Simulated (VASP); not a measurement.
# B in VASP: a series of runs, part 2 of 3

VASP 6.6.1.

## 3. Single point, PBE

This run uses another cell than the first one: it holds 4 atoms, not 8.

Contents of INCAR:

```
PREC = Accurate ; ENCUT = 520
EDIFF = 1E-6 ; ISMEAR = 0
SIGMA = 0.1 ; LREAL = F
LASPH = T ; NELM = 60
ALGO = Normal ; ISIF = 2
LWAVE = F ; LCHARG = F
GGA = PE ; NBANDS = 14
```

Contents of KPOINTS:

```
Automatic mesh
0
Gamma
  12 12 24
```

Contents of POSCAR:

```
B
1.0
    4.0226366575      0.0000000000      0.0000000000
    0.0000000000      4.0226366575      0.0000000000
    0.0000000000      0.0000000000      1.8894254213
B
4
Direct
    0.5000000000      0.2131089305      0.0000000000
    0.5000000000      0.7868910695      0.0000000000
    0.7868910695      0.5000000000      0.5000000000
    0.2131089305      0.5000000000      0.5000000000
```

Potentials or basis: VASP PAW PBE potentials, release 64 (B).

Started as:

```sh
cat potpaw_PBE.64/B/POTCAR > POTCAR
mpirun -np 1 vasp_std > vasp.out
```

OUTCAR:

```text
PREC = Accurate
   ENCUT = 520
   EDIFF = 1E-6
   ISMEAR = 0
   LREAL = F
   LASPH = T
   NELM = 60
   ISIF = 2
   GGA = PE

 ion  position               nearest neighbor table
   1  0.500  0.213  0.000-   2 1.71   3 1.89   4 1.89   3 1.89   4 1.89
   2  0.500  0.787  0.000-   1 1.71   3 1.89   4 1.89   3 1.89   4 1.89
   3  0.787  0.500  0.500-   4 1.71   2 1.89   1 1.89   1 1.89   2 1.89
   4  0.213  0.500  0.500-   3 1.71   2 1.89   1 1.89   1 1.89   2 1.89

  LATTYP: Found a simple tetragonal cell.
 ALAT       =     4.0226366575
 C/A-ratio  =     0.4696982557

  Lattice vectors:

 A1 = (   4.0226366575,   0.0000000000,   0.0000000000)
 A2 = (   0.0000000000,   4.0226366575,   0.0000000000)
 A3 = (   0.0000000000,   0.0000000000,   1.8894254213)

Analysis of symmetry for initial positions (statically):
=====================================================================
 Subroutine PRICEL returns:
 Original cell was already a primitive cell.

 Routine SETGRP: Setting up the symmetry group for a
 simple tetragonal supercell.

 Subroutine GETGRP returns: Found 16 space group operations
 (whereof  8 operations were pure point group operations)
 out of a pool of 16 trial point group operations.

The static configuration has the point symmetry D_2h.
 The point group associated with its full space group is D_4h.

Analysis of symmetry for dynamics (positions and initial velocities):
=====================================================================
 Subroutine PRICEL returns:
 Original cell was already a primitive cell.

 Routine SETGRP: Setting up the symmetry group for a
 simple tetragonal supercell.

 Subroutine GETGRP returns: Found 16 space group operations
 (whereof  8 operations were pure point group operations)
 out of a pool of 16 trial point group operations.

The dynamic configuration has the point symmetry D_2h.
 The point group associated with its full space group is D_4h.

 Subroutine INISYM returns: Found 16 space group operations
[... 128 lines left out ...]
   AEXX    =    0.0000 exact exchange contribution
   IVDW    =     0    specifies the selected vdW correction
   LEPSILON=     F    determine dielectric tensor
   LRPA    =     F    only Hartree local field effects (RPA)
 non-spin polarized calculation
 Gauss-broadening in eV      SIGMA  =   0.10
  energy-cutoff  :      520.00
  volume of cell :       30.57
 maximum number of plane-waves:       844
 NGX is ok and might be reduce to    30

 number of electron      12.0000000 magnetization

 Free energy of the ion-electron system (eV)
  ---------------------------------------------------
  ext. energy  EPLUGINS =         0.00000000
  ---------------------------------------------------
  free energy    TOTEN  =       -24.96611712 eV

  energy without entropy =      -24.96258356  energy(sigma->0) =      -24.96435034

 E-fermi :   5.6747     XC(G=0): -11.1747

 val. band max:        5.6409764458   @ k =   0.5000   0.0833   0.3750
 cond. band min:       5.6748317859   @ k =   0.5000   0.3333   0.3333
 fundamental gap:      0.0338553400
 Fermi energy:         5.6747123594

 k-point     1 :       0.0000    0.0000    0.0000
  band No.  band energies     occupation
      1     -10.7635      2.00000
      2      -2.7670      2.00000
      3      -2.6461      2.00000
      4      -2.6461      2.00000
      5      -2.4314      2.00000
      6       3.0754      2.00000
      7      10.0631      0.00000
      8      10.0631      0.00000
      9      12.8263      0.00000
     10      17.8151      0.00000
     11      18.0658      0.00000
     12      18.0658      0.00000
     13      21.2040      0.00000
     14      21.5390      0.00000
[... 377 lines left out ...]
      1      -9.7900      2.00000
      2      -6.0356      2.00000
      3      -5.5217      2.00000
      4      -0.8173      2.00000
      5       2.4059      2.00000
      6       3.1688      2.00000
      7      10.9217      0.00000
      8      11.5584      0.00000
      9      12.6491      0.00000
     10      13.5565      0.00000
     11      17.2046      0.00000
     12      18.8402      0.00000
     13      19.0235      0.00000
     14      21.1179      0.00000

 [... further k-points ...]
[... 5 lines left out ...]
  --------------------------------------------------------------------------------------
  -------------------------------------------------------------------------------------
  Total       -0.0044772     -0.0044772     -0.0021504      0.0000000      0.0000000      0.0000000
  in kB       -0.2346213     -0.2346213     -0.1126888      0.0000000      0.0000000      0.0000000
  external PRESSURE =      -0.1939772 kB  Pullay stress =       0.0000000 kB

 VOLUME and BASIS-vectors are now :
 -----------------------------------------------------------------------------
  energy-cutoff  :      520.00
  volume of cell :       30.57
      direct lattice vectors                 reciprocal lattice vectors
     4.022636657  0.000000000  0.000000000     0.248593170  0.000000000  0.000000000
     0.000000000  4.022636657  0.000000000     0.000000000  0.248593170  0.000000000
     0.000000000  0.000000000  1.889425421     0.000000000  0.000000000  0.529261430

 POSITION                                       TOTAL-FORCE (eV/Angst)
 -----------------------------------------------------------------------------------
      2.01132      0.85726      0.00000         0.000000      0.001866      0.000000
      2.01132      3.16538      0.00000         0.000000     -0.001866      0.000000
      3.16538      2.01132      0.94471        -0.001866      0.000000      0.000000
      0.85726      2.01132      0.94471         0.001866      0.000000      0.000000
 -----------------------------------------------------------------------------------
    total drift:                                0.000000     -0.000000     -0.000000

  FREE ENERGIE OF THE ION-ELECTRON SYSTEM (eV)
  ---------------------------------------------------
  free  energy   TOTEN  =       -24.9661171241 eV

  energy  without entropy=      -24.9625835617  energy(sigma->0) =      -24.96435034
```

It took 76 s on 1 thread of Intel Xeon 6975P-C (Granite Rapids), shared host; peak memory 0.21 GiB.

What came out:

* Free energy: -24.9661 eV
* Pressure: 0.0 GPa
* Band gap on the k mesh: zero (bands 6 and 7 overlap by 0.93 eV)

## 4. Single point, PBE

This run uses another cell than the first one, of the same volume but with other edges.

Contents of INCAR:

```
ALGO = Normal
EDIFF = 1E-7
ENCUT = 520
GGA = PE
ISIF = 2
ISMEAR = 0
LASPH = T
LCHARG = T
LELF = T
LREAL = F
LVHAR = T
LWAVE = F
NBANDS = 22
NELM = 80
PREC = Accurate
SIGMA = 0.2
```

Contents of KPOINTS:

```
k-points
0
Gamma
  12 6 4
```

Contents of POSCAR:

```
B
1.0
    0.0000000000      0.0000000000     -1.8894254213
    0.0000000000     -4.0226366575      0.0000000000
   -8.0452733150      0.0000000000      0.0000000000
B
8
Direct
    0.0000000000      0.7868910695      0.7500000000
    0.0000000000      0.7868910695      0.2500000000
    0.0000000000      0.2131089305      0.7500000000
    0.0000000000      0.2131089305      0.2500000000
    0.5000000000      0.5000000000      0.6065544652
    0.5000000000      0.5000000000      0.1065544652
    0.5000000000      0.5000000000      0.8934455348
    0.5000000000      0.5000000000      0.3934455348
```

Started as:

```sh
cat potpaw_PBE.64/B/POTCAR > POTCAR
mpirun -np 1 vasp_std > vasp.out
```

Run time: 92 s. Hardware: 1 thread of Intel Xeon 6975P-C (Granite Rapids), shared host; peak memory 0.2 GiB.

Results (log left out):

```yaml
Free_energy: -49.9528 eV
Pressure: 0.3 GPa
Largest_force: 0.130 eV/Å
Band_gap_on_the_k_mesh: zero (bands 12 and 13 overlap by 0.45 eV)
```

Forces on the atoms (eV/Å):
```
B    0.000  0.116  0.000
B    0.000  0.116  0.000
B    0.000 -0.116  0.000
B    0.000 -0.116  0.000
B   -0.130  0.000  0.000
B   -0.130  0.000  0.000
B    0.130  0.000  0.000
B    0.130  0.000  0.000
```

Stress tensor (GPa, compression positive):
```
-1.24  0.00  0.00
 0.00 -1.23  0.00
 0.00  0.00  3.48
```

Levels at points of the mesh, in eV from the Fermi level:
| k point | band 8 | band 9 | band 10 | band 11 | band 12 | band 13 | band 14 | band 15 | band 16 | band 17 |
| --- | --- | --- | --- | --- | --- | --- | --- | --- | --- | --- |
| (0.00, 0.00, 0.00) | -8.04 | -7.41 | -4.81 | -2.96 | -2.53 | 3.14 | 4.45 | 4.45 | 5.08 | 7.21 |
| (0.50, 0.00, 0.00) | -2.92 | -1.87 | -0.99 | -0.99 | -0.85 | 3.68 | 3.93 | 3.94 | 3.99 | 4.11 |
| (0.00, 0.50, 0.00) | -6.97 | -4.81 | -2.96 | -1.95 | -1.95 | 3.14 | 4.72 | 5.08 | 6.05 | 6.61 |
| (0.50, 0.50, 0.00) | -2.93 | -1.87 | -1.61 | -1.61 | -0.86 | 2.63 | 2.63 | 3.69 | 3.98 | 4.68 |
| (0.00, 0.00, 0.50) | -7.91 | -4.93 | -4.93 | -3.70 | -3.70 | 3.21 | 3.21 | 6.54 | 6.54 | 8.38 |
| (0.50, 0.00, 0.50) | -3.13 | -1.47 | -1.47 | -0.92 | -0.92 | 3.96 | 3.96 | 4.33 | 4.33 | 4.77 |
| (0.00, 0.50, 0.50) | -6.07 | -4.28 | -4.28 | -2.29 | -2.29 | 4.83 | 4.83 | 5.14 | 5.14 | 8.33 |
| (0.50, 0.50, 0.50) | -4.33 | -1.75 | -1.75 | -1.26 | -1.26 | 3.11 | 3.11 | 3.62 | 3.62 | 5.44 |

(Part 2 of 3 ends here.)
